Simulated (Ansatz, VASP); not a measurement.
**Two plane-wave programs on Be**

```
CELL_PARAMETERS angstrom
2.53047 -1.45876 0.05207
2.53047 1.45876 0.05207
-1.55951 0.00000 6.91287
ATOMIC_POSITIONS crystal
Be 0.00000 0.00000 0.50000
Be 0.22061 0.22061 0.16956
Be 0.77939 0.77939 0.83044
```

Alike in both runs: task single point; functional PBE; k mesh 8 × 8 × 4; occupations gaussian, width 0.1 eV; no spin polarisation.

```csv
,VASP,Ansatz
version,VASP 6.6.1,Ansatz 0.2.0
potentials or method,"VASP PAW PBE potentials, release 64 (Be), cutoff 600 eV","scalar-relativistic, plane waves, PAW"
valence electrons in the cell,6,6
```

VASP gave:

| Property | Result |
| --- | --- |
| gap on the k mesh at the Fermi level (eV) | none |
| pressure (GPa) | -24.4 |
| traceless stress, the component that is largest in VASP (GPa) | 1.05 |
| rms of the force components (eV/Å) | 0.009 |

Problem. What did Ansatz give for the same quantities?

Solution. gap on the k mesh at the Fermi level (eV): none; pressure (GPa): -24.4; traceless stress, the component that is largest in VASP (GPa): 1.06; rms of the force components (eV/Å): 0.009.

Atom by atom the forces differ by 0.000 eV/Å (rms over components). A gap of «none» marks a metal or a gap that the smearing closes. With one functional, cell and mesh, what is left measures potentials, basis and numerics.
